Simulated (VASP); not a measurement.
# CdSe (Fm-3m) in VASP: further runs

CdSe is run at these levels: PBEsol; tasks: single point.

Program: VASP 6.6.1. These are calculated values, not measurements. Logs are shortened: lines on timing, memory, paths and dates and some standing lists are left out, and cuts for length are marked.

## Step 1: The cell of the first run

It takes space group Fm-3m (No. 225, cubic). Conventional cell: a = 5.650 Å, b = 5.650 Å, c = 5.650 Å, α = 90.00°, β = 90.00°, γ = 90.00°. Within 3.7 Å of Cd (site symmetry m-3m) lie 6 Se at 2.83 Å. Se (site symmetry m-3m) has 6 Cd at 2.83 Å within 3.7 Å.

## Step 2: Single point, PBEsol

INCAR reads:

```
SYSTEM = CdSe
PREC     = Accurate       ! precision mode
ENCUT    = 500            ! plane-wave cutoff, eV
EDIFF    = 1E-6           ! SCF threshold, eV
ISMEAR   = -1             ! smearing method
SIGMA    = 0.05           ! smearing width, eV
LREAL    = .False.        ! projectors in reciprocal space
LASPH    = .True.         ! aspherical terms in the spheres
NELM     = 120            ! most SCF steps
ALGO     = Normal         ! electronic algorithm
ISIF     = 2              ! what is computed and relaxed
LWAVE    = .False.        ! write WAVECAR
LCHARG   = .False.        ! write CHGCAR
GGA      = PS             ! functional
NBANDS   = 16             ! bands
GGA_COMPAT= .False.
```

KPOINTS reads:

```
Automatic mesh
0
Gamma
  6 6 6
  0 0 0
```

POSCAR reads:

```
CdSe
1.0
    0.0000000000      2.8252374353      2.8252374353
    2.8252374353      0.0000000000      2.8252374353
    2.8252374353      2.8252374353      0.0000000000
Cd Se
1 1
Direct
    0.0000000000      0.0000000000      0.0000000000
    0.5000000000      0.5000000000      0.5000000000
```

Potentials or basis: VASP PAW PBE potentials, release 64 (Cd, Se).

Command:

```sh
$ cat potpaw_PBE.64/Cd/POTCAR potpaw_PBE.64/Se/POTCAR > POTCAR
$ mpirun -np 1 vasp_std > vasp.out
```

OUTCAR:

```text
SYSTEM = CdSe
   PREC = Accurate
   ENCUT = 500
   EDIFF = 1E-6
   ISMEAR = -1
   LREAL = .False.
   LASPH = .True.
   NELM = 120
   ISIF = 2
   GGA = PS

 ion  position               nearest neighbor table
   1  0.000  0.000  0.000-   2 2.83   2 2.83   2 2.83   2 2.83   2 2.83   2 2.83
   2  0.500  0.500  0.500-   1 2.83   1 2.83   1 2.83   1 2.83   1 2.83   1 2.83

  LATTYP: Found a face centered cubic cell.
 ALAT       =     5.6504748706

  Lattice vectors:

 A1 = (   0.0000000000,   2.8252374353,   2.8252374353)
 A2 = (   2.8252374353,   0.0000000000,   2.8252374353)
 A3 = (   2.8252374353,   2.8252374353,   0.0000000000)

Analysis of symmetry for initial positions (statically):
=====================================================================
 Subroutine PRICEL returns:
 Original cell was already a primitive cell.

 Routine SETGRP: Setting up the symmetry group for a
 face centered cubic supercell.

 Subroutine GETGRP returns: Found 48 space group operations
 (whereof 48 operations were pure point group operations)
 out of a pool of 48 trial point group operations.

The static configuration has the point symmetry O_h .

Analysis of symmetry for dynamics (positions and initial velocities):
=====================================================================
 Subroutine PRICEL returns:
 Original cell was already a primitive cell.

 Routine SETGRP: Setting up the symmetry group for a
 face centered cubic supercell.

 Subroutine GETGRP returns: Found 48 space group operations
 (whereof 48 operations were pure point group operations)
 out of a pool of 48 trial point group operations.

The dynamic configuration has the point symmetry O_h .

 Subroutine INISYM returns: Found 48 space group operations
 (whereof 48 operations are pure point group operations),
 and found     1 'primitive' translations

----------------------------------------------------------------------------------------

                                     Primitive cell

  volume of cell :      45.1019

  direct lattice vectors                    reciprocal lattice vectors
     0.000000000  2.825237435  2.825237435    -0.176976276  0.176976276  0.176976276
     2.825237435  0.000000000  2.825237435     0.176976276 -0.176976276  0.176976276
     2.825237435  2.825237435  0.000000000     0.176976276  0.176976276 -0.176976276

  length of vectors
     3.995489098  3.995489098  3.995489098     0.306531902  0.306531902  0.306531902

  position of ions in fractional coordinates (direct lattice)
     0.000000000  0.000000000  0.000000000
     0.500000000  0.500000000  0.500000000

  ion indices of the primitive-cell ions
   primitive index   ion index
                 1           1
                 2           2

----------------------------------------------------------------------------------------

 KPOINTS: Automatic mesh

Automatic generation of k-mesh.
 Grid dimensions read from file:
 generate k-points for:    6    6    6

 Generating k-lattice:

  Cartesian coordinates                     Fractional coordinates (reciprocal lattice)
    -0.029496046  0.029496046  0.029496046     0.166666667  0.000000000  0.000000000
     0.029496046 -0.029496046  0.029496046     0.000000000  0.166666667  0.000000000
     0.029496046  0.029496046 -0.029496046     0.000000000  0.000000000  0.166666667

  Length of vectors
     0.051088650  0.051088650  0.051088650

  Shift w.r.t. Gamma in fractional coordinates (k-lattice)
     0.000000000  0.000000000  0.000000000

 Subroutine IBZKPT returns following result:
 ===========================================

 Found     16 irreducible k-points:

 Following reciprocal coordinates:
            Coordinates               Weight
  0.000000  0.000000  0.000000      1.000000
  0.166667  0.000000  0.000000      8.000000
  0.333333  0.000000  0.000000      8.000000
  0.500000  0.000000  0.000000      4.000000
  0.166667  0.166667  0.000000      6.000000
  0.333333  0.166667  0.000000     24.000000
[... 8 lines left out ...]
 -0.333333  0.333333  0.166667     24.000000
 -0.333333  0.500000  0.166667     12.000000
   k-points           NKPTS =     16   k-points in BZ     NKDIM =     16   number of bands    NBANDS=     16
   number of dos      NEDOS =    301   number of ions     NIONS =      2
   total plane-waves  NPLWV =  27000
   dimension x,y,z NGX =    30 NGY =   30 NGZ =   30
   dimension x,y,z NGXF=    60 NGYF=   60 NGZF=   60
   ions per type =               1   1
   NGX,Y,Z   is equivalent  to a cutoff of  12.48, 12.48, 12.48 a.u.
   NGXF,Y,Z  is equivalent  to a cutoff of  24.97, 24.97, 24.97 a.u.
 SYSTEM =  CdSe
   PREC   = accura    normal or accurate (medium, high low for compatibility)
   ISTART =      0    job   : 0-new  1-cont  2-samecut
   ICHARG =      2    charge: 1-file 2-atom 10-const
   ISPIN  =      1    spin polarized calculation?
   LNONCOLLINEAR =      F non collinear calculations
   LSORBIT =      F    spin-orbit coupling
   LASPH  =      T    aspherical Exc in radial PAW
   ENCUT  =  500.0 eV  36.75 Ry    6.06 a.u.   7.28  7.28  7.28*2*pi/ulx,y,z
   NELM   =    120;   NELMIN=  2; NELMDL= -5     # of ELM steps
   EDIFF  = 0.1E-05   stopping-criterion for ELM
   LREAL  =      F    real-space projection
   EDIFFG = 0.1E-04   stopping-criterion for IOM
   NSW    =      0    number of steps for IOM
   IBRION =     -1    ionic relax: 0-MD 1-quasi-New 2-CG
   NFREE  =      0    steps in history (QN), initial steepest desc. (CG)
   ISIF   =      2    stress and relaxation
   ISYM   =      2    0-nonsym 1-usesym 2-fastsym
   POTIM  = 0.5000    time-step for ionic-motion
   TEBEG  =    0.0;   TEEND  =   0.0 temperature during run
   PSTRESS=    0.0 pullay stress
   NELECT =      18.0000    total number of electrons
   NUPDOWN=      -1.0000    fix difference up-down
   EMIN   =  10.00;   EMAX   =-10.00  energy-range for DOS
   EFERMI =   0.00;   METHOD = LEGACY
   ISMEAR =    -1;   SIGMA  =   0.05  broadening in eV -4-tet -1-fermi 0-gaus
   EFERMI_NEDOS =   21; number of points for ismear=-14 and -15
   IALGO  =     38    algorithm
   IMIX   =      4    mixing-type and parameters
     AMIX     =   0.40;   BMIX     =  1.00
     AMIX_MAG =   1.60;   BMIX_MAG =  1.00
  volume/ion in A,a.u.               =      22.55       152.18
  Fermi-wavevector in a.u.,A,eV,Ry     =   1.205315  2.277716 19.766344  1.452785
  Thomas-Fermi vector in A             =   2.341015
   LORBIT       =      0    0 simple, 1 ext, 2 COOP (PROOUT), +10 PAW based schemes
   GGA     = PS    functional components
   LHFCALC =     F    Hartree Fock is set to
   AEXX    =    0.0000 exact exchange contribution
   IVDW    =     0    specifies the selected vdW correction
   LEPSILON=     F    determine dielectric tensor
   LRPA    =     F    only Hartree local field effects (RPA)
 non-spin polarized calculation
  energy-cutoff  :      500.00
  volume of cell :       45.10
 maximum number of plane-waves:      1167
 NGX is ok and might be reduce to    30
   NGX = 15   NGY = 15   NGZ = 15

 number of electron      17.9999993 magnetization

 Free energy of the ion-electron system (eV)
  ---------------------------------------------------
  ext. energy  EPLUGINS =         0.00000000
  ---------------------------------------------------
  free energy    TOTEN  =        -5.98814111 eV

  energy without entropy =       -5.98334893  energy(sigma->0) =       -5.98574502

 E-fermi :   2.6517     XC(G=0): -10.4332

 val. band max:        2.5628654668   @ k =   0.5000   0.0000   0.0000
 cond. band min:       2.7670427668   @ k =   0.0000   0.0000   0.0000
 fundamental gap:      0.2041772999
 Fermi energy:         2.6516552294

 k-point     1 :       0.0000    0.0000    0.0000
  band No.  band energies     occupation
      1     -10.6419      2.00000
      2      -5.3862      2.00000
      3      -5.3862      2.00000
      4      -5.3670      2.00000
      5      -5.3670      2.00000
      6      -5.3670      2.00000
[... 8 lines left out ...]
     15      12.5308      0.00000
     16      12.5692      0.00000

 k-point     2 :       0.1667    0.0000    0.0000
  band No.  band energies     occupation
      1     -10.4260      2.00000
      2      -5.4524      2.00000
      3      -5.4524      2.00000
      4      -5.3898      2.00000
      5      -5.3286      2.00000
      6      -5.3286      2.00000
[... 8 lines left out ...]
     15      12.1948      0.00000
     16      12.1948      0.00000

 k-point     3 :       0.3333    0.0000    0.0000
  band No.  band energies     occupation
      1      -9.9167      2.00000
      2      -5.5837      2.00000
      3      -5.5837      2.00000
      4      -5.4805      2.00000
      5      -5.2461      2.00000
      6      -5.2461      2.00000
[... 8 lines left out ...]
     15      13.7708      0.00000
     16      13.7708      0.00000

 k-point     4 :       0.5000    0.0000    0.0000
  band No.  band energies     occupation
      1      -9.6030      2.00000
      2      -5.6469      2.00000
      3      -5.6469      2.00000
      4      -5.5754      2.00000
      5      -5.2039      2.00000
      6      -5.2039      2.00000
[... 8 lines left out ...]
     15      15.5717      0.00000
     16      15.5717      0.00000
[... 172 lines left out ...]
 k-point    14 :       0.5000    0.3333    0.1667
  band No.  band energies     occupation
      1      -9.7550      2.00000
      2      -5.4980      2.00000
      3      -5.4220      2.00000
      4      -5.4145      2.00000
      5      -5.2134      2.00000
      6      -5.1182      2.00000
[... 8 lines left out ...]
     15      16.0198      0.00000
     16      16.6287      0.00000

 k-point    15 :      -0.3333    0.3333    0.1667
  band No.  band energies     occupation
      1      -9.6246      2.00000
      2      -5.5459      2.00000
      3      -5.3951      2.00000
      4      -5.3719      2.00000
      5      -5.1753      2.00000
      6      -4.9760      2.00000
[... 8 lines left out ...]
     15      14.4332      0.00000
     16      17.1314      0.00000

 k-point    16 :      -0.3333    0.5000    0.1667
  band No.  band energies     occupation
      1      -9.6653      2.00000
      2      -5.4466      2.00000
      3      -5.4376      2.00000
      4      -5.2689      2.00000
      5      -5.1445      2.00000
      6      -4.7153      2.00000
[... 8 lines left out ...]
     15      15.7920      0.00000
     16      17.6619      0.00000

------------------------ aborting loop because EDIFF is reached ----------------------------------------

  FORCE on cell =-STRESS in cart. coord.  units (eV):
  Direction    XX          YY          ZZ          XY          YZ          ZX
  --------------------------------------------------------------------------------------
  -------------------------------------------------------------------------------------
  Total       -0.0945499     -0.0945499     -0.0945499      0.0000000      0.0000000      0.0000000
  in kB       -3.3587437     -3.3587437     -3.3587437      0.0000000      0.0000000      0.0000000
  external PRESSURE =      -3.3587437 kB  Pullay stress =       0.0000000 kB

 VOLUME and BASIS-vectors are now :
 -----------------------------------------------------------------------------
  energy-cutoff  :      500.00
  volume of cell :       45.10
      direct lattice vectors                 reciprocal lattice vectors
     0.000000000  2.825237435  2.825237435    -0.176976276  0.176976276  0.176976276
     2.825237435  0.000000000  2.825237435     0.176976276 -0.176976276  0.176976276
     2.825237435  2.825237435  0.000000000     0.176976276  0.176976276 -0.176976276

 POSITION                                       TOTAL-FORCE (eV/Angst)
 -----------------------------------------------------------------------------------
      0.00000      0.00000      0.00000         0.000000      0.000000      0.000000
      2.82524      2.82524      2.82524         0.000000      0.000000     -0.000000
 -----------------------------------------------------------------------------------
    total drift:                               -0.000000      0.000000      0.000000

  FREE ENERGIE OF THE ION-ELECTRON SYSTEM (eV)
  ---------------------------------------------------
  free  energy   TOTEN  =        -5.9881411127 eV

  energy  without entropy=       -5.9833489264  energy(sigma->0) =       -5.98574502
```

Wall time 13 s (1 thread of Intel Xeon Platinum 8488C (Sapphire Rapids), shared host); peak memory 0.16 GiB.

What came out:

```
Free energy            : -5.9881 eV
Pressure               : -0.3 GPa
Band gap on the k mesh : zero (band 9 reaches 2.56 eV, above the bottom of band 10 at 2.04 eV)
```

Caveat: the PAW data sets were made with another functional, which shifts forces and pressure a little.

## Step 3: Single point, PBEsol

This run uses another cell than the first one, of 23.98 Å³/atom, 1.063 times its volume.

INCAR reads:

```
ALGO = Normal ; EDIFF = 1E-6
ENCUT = 500 ; GGA = PS
GGA_COMPAT = False ; ISIF = 2
ISMEAR = -1 ; LASPH = True
LCHARG = False ; LREAL = False
LWAVE = False ; NBANDS = 16
NELM = 120 ; PREC = Accurate
SIGMA = 0.05
```

KPOINTS reads:

```
k-points
0
Gamma
  6 6 6
```

POSCAR reads:

```
CdSe
1.0
    0.0000000000      2.8835061034      2.8835061034
    2.8835061034      0.0000000000      2.8835061034
    2.8835061034      2.8835061034      0.0000000000
Cd Se
1 1
Direct
    0.0000000000      0.0000000000      0.0000000000
    0.5000000000      0.5000000000      0.5000000000
```

Potentials or basis: VASP PAW PBE potentials, release 64 (Cd, Se).

Command:

```sh
$ cat potpaw_PBE.64/Cd/POTCAR potpaw_PBE.64/Se/POTCAR > POTCAR
$ mpirun -np 1 vasp_std > vasp.out
```

Run time: 11 s. Hardware: 1 thread of Intel Xeon Platinum 8488C (Sapphire Rapids), shared host; peak memory 0.16 GiB.

The run converged. Its results:

- Free energy: -5.9484 eV
- Pressure: -3.9 GPa
- Band gap on the k mesh: zero (band 9 reaches 2.00 eV, above the bottom of band 10 at 1.51 eV)

Levels at points of the mesh, in eV from the Fermi level:
```
           k point  band 6  band 7  band 8  band 9  band 10  band 11  band 12  band 13
(0.00, 0.00, 0.00)   -7.87   -0.64   -0.64   -0.64    -0.11     8.53     8.53     8.53
(0.50, 0.00, 0.00)   -7.73   -4.96   -0.09   -0.09     2.86     5.15     5.15     5.75
(0.50, 0.50, 0.00)   -7.23   -4.11   -2.07   -2.07    -0.57     5.33     9.49    10.10
```

Caveat: the PAW data sets were made with another functional, which shifts forces and pressure a little.
